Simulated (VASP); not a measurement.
A run of VASP 6.6.1 is set up as follows.

File INCAR:

```
PREC = Accurate
ENCUT = 520
EDIFF = 1E-6
ISMEAR = 0
SIGMA = 0.15
LREAL = F
LASPH = T
NELM = 60
ALGO = Fast
ISIF = 2
LWAVE = F
LCHARG = F
GGA = PE
NBANDS = 11
```

File KPOINTS:

```
Automatic mesh
0
Gamma
  14 14 14
```

The input POSCAR:

```
Ca
1.0
    0.0000000000      2.8780260000      2.8361130000
    2.8780260000      0.0000000000      2.8361130000
    2.8780260000      2.8780260000      0.0000000000
Ca
1
Direct
    0.0000000000      0.0000000000      0.0000000000
```

Potentials or basis: VASP PAW PBE potentials, release 64 (Ca_sv).

Launch:

```sh
$ cat potpaw_PBE.64/Ca_sv/POTCAR > POTCAR
$ mpirun -np 1 vasp_std > vasp.out
```

Task: Predict the pressure.

Result: -1.6 GPa.

Task: Estimate the band gap on the k mesh.

Result: Zero (band 5 reaches 1.77 eV, above the bottom of band 6 at 1.33 eV).

Stress tensor (GPa, compression positive):
```
-1.59  0.00  0.00
 0.00 -1.59  0.00
 0.00  0.00 -1.50
```

Caveat: the cell differs from its parent crystal (strain +0.030 along x and y, +0.015 along z).
